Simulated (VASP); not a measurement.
Input of a VASP 6.6.1 run:

File INCAR:

```
SYSTEM = Zr3H
ALGO = Normal
EDIFF = 1E-7
ENCUT = 520
GGA = PE
ISIF = 2
ISMEAR = 0
LASPH = .True.
LCHARG = .True.
LELF = .True.
LREAL = .False.
LVHAR = .True.
LWAVE = .False.
NBANDS = 47
NELM = 60
PREC = Accurate
SIGMA = 0.1
```

The input KPOINTS:

```
k-points
0
Gamma
  6 6 12
  0 0 0
```

POSCAR

```
Zr3H
1.0
    7.5633107537      0.0000000000      0.0000000000
   -3.7816553769      6.5500192494      0.0000000000
    0.0000000000      0.0000000000      3.1734377386
Zr H
6 2
Direct
    0.2018004190      0.4036008381      0.2500000000
    0.5963991619      0.7981995810      0.2500000000
    0.2018004190      0.7981995810      0.2500000000
    0.7981995810      0.5963991619      0.7500000000
    0.4036008381      0.2018004190      0.7500000000
    0.7981995810      0.2018004190      0.7500000000
    0.3333333333      0.6666666667      0.7500000000
    0.6666666667      0.3333333333      0.2500000000
```

Potentials or basis: VASP PAW PBE potentials, release 64 (Zr_sv, H).

Run with:

```console
$ cat potpaw_PBE.64/Zr_sv/POTCAR potpaw_PBE.64/H/POTCAR > POTCAR
$ mpirun -np 1 vasp_std > vasp.out
```

Predict the pressure.

0.0 GPa.

What does it give for the band gap on the k mesh?

Zero (bands 37 and 38 overlap by 1.09 eV).

Forces in eV/Å, atoms in the order of the input:
```
Zr   0.000 -0.006  0.000
Zr   0.005  0.003  0.000
Zr  -0.005  0.003  0.000
Zr   0.000  0.006  0.000
Zr  -0.005 -0.003  0.000
Zr   0.005 -0.003  0.000
H    0.000  0.000  0.000
H    0.000  0.000  0.000
```
